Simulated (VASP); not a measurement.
Wanted: the native input for a VASP 6.6.1 run.

| Quantity | Value |
| --- | --- |
| Task | single point |
| Functional | PBE |
| Potentials or basis | VASP PAW PBE potentials, release 64 (B, N) |
| Cutoff | 600 eV |
| k mesh | 10 × 10 × 10 |
| Occupations | gaussian, width 0.05 eV |
| Spin | no spin polarisation |
| Dipole correction | no |
| Further INCAR settings | ALGO = Normal; EDIFF = 1e-06; NBANDS = 11 |

The structure of BN (Qingsongite) lies in POSCAR:

```
BN
1.0
    0.0000000000      1.8721075848      1.6848968264
    1.8721075848      0.0000000000      1.6848968264
    1.8721075848      1.8721075848      0.0000000000
B N
1 1
Direct
    0.0000000000      0.0000000000      0.0000000000
    0.2500000000      0.2500000000      0.2500000000
```

These files were run (other wordings do the same):

INCAR

```
PREC = Accurate ; ENCUT = 600
EDIFF = 1E-6 ; ISMEAR = 0
SIGMA = 0.05 ; LREAL = False
LASPH = True ; NELM = 120
ALGO = Normal ; ISIF = 2
LWAVE = False ; LCHARG = False
GGA = PE ; NBANDS = 11
GGA_COMPAT = False
```

KPOINTS

```
Automatic mesh
0
Gamma
  10 10 10
```

Potentials or basis: VASP PAW PBE potentials, release 64 (B, N).

The run is started by

```console
$ cat potpaw_PBE.64/B/POTCAR potpaw_PBE.64/N/POTCAR > POTCAR
$ mpirun -np 1 vasp_std > vasp.out
```

Results of the run:

```yaml
Pressure: 2.7 GPa
Band_gap_on_the_k_mesh: 2.79 eV, indirect (least direct gap 7.84 eV)
```

It took 18 s on 1 thread of Intel Xeon 8259CL (shared host), peak memory 0.13 GiB.
